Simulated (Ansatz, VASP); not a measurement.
Nb: VASP beside Ansatz

Contents of INCAR:

```
PREC = Accurate
ENCUT = 520
EDIFF = 1E-7
ISMEAR = -1
SIGMA = 0.1
LREAL = False
LASPH = True
NELM = 100
ALGO = Normal
ISIF = 2
LWAVE = False
LCHARG = False
GGA = PE
NBANDS = 12
```

The input KPOINTS:

```
Automatic mesh
0
Gamma
  22 22 22
```

Contents of POSCAR:

```
Nb
1.0
   -1.6324308689      1.6324308689      1.6324308689
    1.6324308689     -1.6324308689      1.6324308689
    1.6324308689      1.6324308689     -1.6324308689
Nb
1
Direct
    0.0000000000      0.0000000000      0.0000000000
```

Input for Ansatz:

```yaml
crystal:
  lattice:
    - [-1.6324308689, 1.6324308689, 1.6324308689]
    - [1.6324308689, -1.6324308689, 1.6324308689]
    - [1.6324308689, 1.6324308689, -1.6324308689]
  atoms:
    - { symbol: Nb, position: [0.0, 0.0, 0.0] }
hamiltonian:
  xc: pbe
  pseudopotentials:
    kind: paw
    azcp:
      Nb: "pseudopotentials/Nb.paw.azcp"
basis:
  ecutwfc: 420
  fft_grid_basis: typed
kpoints:
  mp_grid: { grid: [22, 22, 22], shift: [0, 0, 0] }
magnetization:
  spin_polarized: false
scf:
  occupations: { method: fermi_dirac, width: 0.1 }
output:
  stress: true
```

Alike in both runs: task single point; functional PBE; k mesh 22 × 22 × 22; occupations fermi-dirac, width 0.1 eV; no spin polarisation.

|  | VASP | Ansatz |
| --- | --- | --- |
| version | VASP 6.6.1 | Ansatz 0.2.0 |
| potentials or method | VASP PAW PBE potentials, release 64 (Nb_sv), cutoff 520 eV | plane waves (420 eV) with PAW, scalar-relativistic |
| valence electrons in the cell | 13 | 13 |

VASP gave:

| Quantity | Value |
| --- | --- |
| pressure (GPa) | 7.5 |

Task: Which values does Ansatz return?

Result: Pressure (GPa): 7.8.

The functional is the same, so the differences come from potentials, cutoffs and numerics.
